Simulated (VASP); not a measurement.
# K (Im-3m) in VASP: further runs

Runs on K. Level: LDA. Tasks: single point, relaxation of volume and atoms at fixed shape.

Everything below comes from runs of VASP 6.6.1. Logs are shortened: lines on timing, memory, paths and dates and some standing lists are left out, and cuts for length are marked.

**1. The cell of the first run**

The structure is cubic, space group Im-3m (No. 229). Conventional cell: a = 5.044 Å, b = 5.044 Å, c = 5.044 Å, α = 90.00°, β = 90.00°, γ = 90.00°. K (site symmetry m-3m) has 14 K at 4.37 to 5.04 Å within 5.7 Å.

**2. Single point, LDA**

The input, INCAR:

```
SYSTEM = K
PREC = Accurate
ENCUT = 500
EDIFF = 1E-6
ISMEAR = -1
SIGMA = 0.1
LREAL = .FALSE.
LASPH = .TRUE.
NELM = 120
ALGO = Normal
ISIF = 2
LWAVE = .FALSE.
LCHARG = .FALSE.
GGA = CA
NBANDS = 10
GGA_COMPAT = .FALSE.
```

The input, KPOINTS:

```
regular mesh
0
G
  5 5 5
  0 0 0
```

The input, POSCAR:

```
K
1.0
   -2.5218757591      2.5218757591      2.5218757591
    2.5218757591     -2.5218757591      2.5218757591
    2.5218757591      2.5218757591     -2.5218757591
K
1
Direct
    0.0000000000      0.0000000000      0.0000000000
```

Potentials or basis: VASP PAW LDA potentials, release 64 (K_sv).

On the command line:

```
$ cat potpaw_LDA.64/K_sv/POTCAR > POTCAR
$ mpirun -np 1 vasp_std > vasp.out
```

OUTCAR:

```text
SYSTEM = K
   PREC = Accurate
   ENCUT = 500
   EDIFF = 1E-6
   ISMEAR = -1
   LREAL = .FALSE.
   LASPH = .TRUE.
   NELM = 120
   ISIF = 2
   GGA = CA

 ion  position               nearest neighbor table
   1  0.000  0.000  0.000-

  LATTYP: Found a body centered cubic cell.
 ALAT       =     5.0437515182

  Lattice vectors:

 A1 = (  -2.5218757591,   2.5218757591,   2.5218757591)
 A2 = (   2.5218757591,  -2.5218757591,   2.5218757591)
 A3 = (   2.5218757591,   2.5218757591,  -2.5218757591)

Analysis of symmetry for initial positions (statically):
=====================================================================
 Subroutine PRICEL returns:
 Original cell was already a primitive cell.

 Routine SETGRP: Setting up the symmetry group for a
 body centered cubic supercell.

 Subroutine GETGRP returns: Found 48 space group operations
 (whereof 48 operations were pure point group operations)
 out of a pool of 48 trial point group operations.

The static configuration has the point symmetry O_h .

Analysis of symmetry for dynamics (positions and initial velocities):
=====================================================================
 Subroutine PRICEL returns:
 Original cell was already a primitive cell.

 Routine SETGRP: Setting up the symmetry group for a
 body centered cubic supercell.

 Subroutine GETGRP returns: Found 48 space group operations
 (whereof 48 operations were pure point group operations)
 out of a pool of 48 trial point group operations.

The dynamic configuration has the point symmetry O_h .

 Subroutine INISYM returns: Found 48 space group operations
 (whereof 48 operations are pure point group operations),
 and found     1 'primitive' translations

----------------------------------------------------------------------------------------

                                     Primitive cell

  volume of cell :      64.1551

  direct lattice vectors                    reciprocal lattice vectors
    -2.521875759  2.521875759  2.521875759     0.000000000  0.198265120  0.198265120
     2.521875759 -2.521875759  2.521875759     0.198265120  0.000000000  0.198265120
     2.521875759  2.521875759 -2.521875759     0.198265120  0.198265120  0.000000000

  length of vectors
     4.368016945  4.368016945  4.368016945     0.280389222  0.280389222  0.280389222

  position of ions in fractional coordinates (direct lattice)
     0.000000000  0.000000000  0.000000000

[... 62 lines left out ...]
   EDIFFG = 0.1E-04   stopping-criterion for IOM
   NSW    =      0    number of steps for IOM
   IBRION =     -1    ionic relax: 0-MD 1-quasi-New 2-CG
   NFREE  =      0    steps in history (QN), initial steepest desc. (CG)
   ISIF   =      2    stress and relaxation
   ISYM   =      2    0-nonsym 1-usesym 2-fastsym
   POTIM  = 0.5000    time-step for ionic-motion
   TEBEG  =    0.0;   TEEND  =   0.0 temperature during run
   PSTRESS=    0.0 pullay stress
   NELECT =       9.0000    total number of electrons
   NUPDOWN=      -1.0000    fix difference up-down
   EMIN   =  10.00;   EMAX   =-10.00  energy-range for DOS
   EFERMI =   0.00;   METHOD = LEGACY
   ISMEAR =    -1;   SIGMA  =   0.10  broadening in eV -4-tet -1-fermi 0-gaus
   EFERMI_NEDOS =   21; number of points for ismear=-14 and -15
   IALGO  =     38    algorithm
   IMIX   =      4    mixing-type and parameters
     AMIX     =   0.40;   BMIX     =  1.00
     AMIX_MAG =   1.60;   BMIX_MAG =  1.00
  volume/ion in A,a.u.               =      64.16       432.94
  Fermi-wavevector in a.u.,A,eV,Ry     =   0.850639  1.607475  9.844996  0.723587
  Thomas-Fermi vector in A             =   1.966648
   LORBIT       =      0    0 simple, 1 ext, 2 COOP (PROOUT), +10 PAW based schemes
   GGA     = CA    functional components
   LHFCALC =     F    Hartree Fock is set to
   AEXX    =    0.0000 exact exchange contribution
   IVDW    =     0    specifies the selected vdW correction
   LEPSILON=     F    determine dielectric tensor
   LRPA    =     F    only Hartree local field effects (RPA)
 non-spin polarized calculation
  energy-cutoff  :      500.00
  volume of cell :       64.16
 maximum number of plane-waves:      1641
   NGX = 15   NGY = 15   NGZ = 15

 number of electron       8.9999998 magnetization

 Free energy of the ion-electron system (eV)
  ---------------------------------------------------
  ext. energy  EPLUGINS =         0.00000000
  ---------------------------------------------------
  free energy    TOTEN  =        -1.18398747 eV

  energy without entropy =       -1.15704526  energy(sigma->0) =       -1.17051637

 E-fermi :   0.0189     XC(G=0):  -6.2324

 val. band max:       -0.3569749836   @ k =   0.4000   0.0000   0.0000
 cond. band min:       0.0935723569   @ k =  -0.4000   0.4000   0.2000
 fundamental gap:      0.4505473405
 Fermi energy:         0.0189492947

 k-point     1 :       0.0000    0.0000    0.0000
  band No.  band energies     occupation
      1     -31.7406      2.00000
      2     -15.4070      2.00000
      3     -15.4070      2.00000
      4     -15.4070      2.00000
      5      -2.3654      2.00000
      6       4.2824      0.00000
      7       4.2824      0.00000
      8       4.2824      0.00000
      9       5.3121      0.00000
     10       5.3121      0.00000
[... 105 lines left out ...]
 k-point    10 :      -0.4000    0.4000    0.4000
  band No.  band energies     occupation
      1     -31.7269      2.00000
      2     -15.4865      2.00000
      3     -15.4796      2.00000
      4     -15.4796      2.00000
      5       1.0957      0.00004
      6       1.7994      0.00000
      7       3.7164      0.00000
      8       3.7164      0.00000
      9       3.7800      0.00000
     10       6.2299      0.00000

------------------------ aborting loop because EDIFF is reached ----------------------------------------

  FORCE on cell =-STRESS in cart. coord.  units (eV):
  Direction    XX          YY          ZZ          XY          YZ          ZX
  --------------------------------------------------------------------------------------
  -------------------------------------------------------------------------------------
  Total       -0.0098244     -0.0098244     -0.0098244      0.0000000      0.0000000     -0.0000000
  in kB       -0.2453485     -0.2453485     -0.2453485      0.0000000      0.0000000     -0.0000000
  external PRESSURE =      -0.2453485 kB  Pullay stress =       0.0000000 kB

 VOLUME and BASIS-vectors are now :
 -----------------------------------------------------------------------------
  energy-cutoff  :      500.00
  volume of cell :       64.16
      direct lattice vectors                 reciprocal lattice vectors
    -2.521875759  2.521875759  2.521875759     0.000000000  0.198265120  0.198265120
     2.521875759 -2.521875759  2.521875759     0.198265120  0.000000000  0.198265120
     2.521875759  2.521875759 -2.521875759     0.198265120  0.198265120  0.000000000

 POSITION                                       TOTAL-FORCE (eV/Angst)
 -----------------------------------------------------------------------------------
      0.00000      0.00000      0.00000        -0.000000      0.000000      0.000000
 -----------------------------------------------------------------------------------
    total drift:                                0.000000      0.000000     -0.000000

  FREE ENERGIE OF THE ION-ELECTRON SYSTEM (eV)
  ---------------------------------------------------
  free  energy   TOTEN  =        -1.1839874693 eV

  energy  without entropy=       -1.1570452644  energy(sigma->0) =       -1.17051637
```

OSZICAR:

```text
N       E                     dE             d eps       ncg     rms          rms(c)
DAV:   1     0.470070471890E+02    0.47007E+02   -0.35484E+03   200   0.682E+02
DAV:   2     0.465712517893E+00   -0.46541E+02   -0.45188E+02   210   0.199E+02
DAV:   3    -0.115820074979E+01   -0.16239E+01   -0.16214E+01   324   0.293E+01
DAV:   4    -0.118521708120E+01   -0.27016E-01   -0.27006E-01   256   0.316E+00
DAV:   5    -0.118588115284E+01   -0.66407E-03   -0.66404E-03   312   0.333E-01    0.246E+00
DAV:   6    -0.118443002724E+01    0.14511E-02   -0.19313E-03   266   0.307E-01    0.155E+00
DAV:   7    -0.118397411658E+01    0.45591E-03   -0.36631E-03   266   0.363E-01    0.742E-02
DAV:   8    -0.118398192821E+01   -0.78116E-05   -0.45445E-04   296   0.215E-01    0.207E-02
DAV:   9    -0.118398738592E+01   -0.54577E-05   -0.12312E-05   266   0.227E-02    0.695E-03
DAV:  10    -0.118398746929E+01   -0.83373E-07   -0.15537E-06   260   0.107E-02
   1 F= -.11839875E+01 E0= -.11705164E+01  d E =-.269422E-01
```

stdout:

```text
POSCAR found type information on POSCAR K
 POSCAR found :  1 types and       1 ions
 scaLAPACK will be used
 LDA part: xc-table for (Slater(with rela. corr.)+CA(PZ))
 , standard interpolation
 POSCAR, INCAR and KPOINTS ok, starting setup
 FFT: planning ... GRIDC
 FFT: planning ... GRID_SOFT
 FFT: planning ... GRID
 WAVECAR not read
 entering main loop
```

Wall time 4.1 s (1 thread of AMD EPYC 7R43 (Zen 3), shared host); peak memory 0.11 GiB.

Results:

* Free energy: -1.1840 eV
* Pressure: 0.0 GPa
* Band gap on the k mesh: zero (an odd number of electrons rules out a gap without spin polarisation)

Levels at points of the mesh, in eV from the Fermi level:
```
           k point  band 2  band 3  band 4  band 5  band 6  band 7
(0.00, 0.00, 0.00)  -15.43  -15.43  -15.43   -2.38    4.26    4.26
```

**3. Relaxation of volume and atoms at fixed shape, LDA**

This run uses another cell than the first one, of 71.32 Å³/atom.

The input, INCAR:

```
SYSTEM = K
PREC     = Accurate       ! precision mode
ENCUT    = 500            ! plane-wave cutoff, eV
EDIFF    = 1E-7           ! SCF threshold, eV
ISMEAR   = -1             ! smearing method
SIGMA    = 0.1            ! smearing width, eV
LREAL    = .False.        ! projectors in reciprocal space
LASPH    = .True.         ! aspherical terms in the spheres
NELM     = 120            ! most SCF steps
ALGO     = Normal         ! electronic algorithm
ISIF     = 8              ! what is computed and relaxed
LWAVE    = .False.        ! write WAVECAR
LCHARG   = .False.        ! write CHGCAR
IBRION   = 2              ! ionic algorithm
NSW      = 80             ! ionic steps
EDIFFG   = -0.02          ! ionic threshold
GGA_COMPAT= .False.      
NELMIN   = 4
```

The input, KPOINTS:

```
regular mesh
0
Gamma
  5 5 5
  0 0 0
```

The input, POSCAR:

```
K
1.0
   -2.6125000000      2.6125000000      2.6125000000
    2.6125000000     -2.6125000000      2.6125000000
    2.6125000000      2.6125000000     -2.6125000000
K
1
Direct
    0.0000000000      0.0000000000      0.0000000000
```

Potentials or basis: VASP PAW LDA potentials, release 64 (K_sv).

On the command line:

```
$ cat potpaw_LDA.64/K_sv/POTCAR > POTCAR
$ mpirun -np 1 vasp_std > vasp.out
```

Wall time 15 s (1 thread of AMD EPYC 7R43 (Zen 3), shared host); peak memory 0.14 GiB.

The run converged. Its results:

* Free energy: -1.1845 eV
* Relaxed volume: 64.51 Å³/atom
* Relaxed cell: a = 4.376 Å, b = 4.376 Å, c = 4.376 Å, α = 109.47°, β = 109.47°, γ = 109.47°
* Space group after relaxing (to 0.1 Å): Im-3m (No. 229)
* Energy gained by relaxing: 10.3 meV/atom
* Ionic steps: 3
* Pressure after relaxing: 0.0 GPa
* Band gap on the k mesh: zero (an odd number of electrons rules out a gap without spin polarisation)

The path:
```csv
step,energy change (eV),largest force (eV/Å),pressure (GPa),volume (Å³)
1,0.0000,0.0000,-0.41,71.32
2,-0.0042,0.0000,-0.33,69.47
3,-0.0103,0.0000,-0.05,64.51
```

Final structure:
```xyz
1
Lattice="-2.5265 2.5265 2.5265 2.5265 -2.5265 2.5265 2.5265 2.5265 -2.5265" Properties=species:S:1:pos:R:3 pbc="T T T"
K     0.0000    0.0000    0.0000
```

Levels at points of the mesh, in eV from the Fermi level:
```tsv
k point	band 1	band 2	band 3	band 4	band 5	band 6	band 7	band 8
(0.00, 0.00, 0.00)	-31.76	-15.43	-15.43	-15.43	-2.38	4.26	4.26	4.26
```

LDA usually gives volumes a few per cent too small. Zero-point motion and thermal expansion aren't in these numbers.
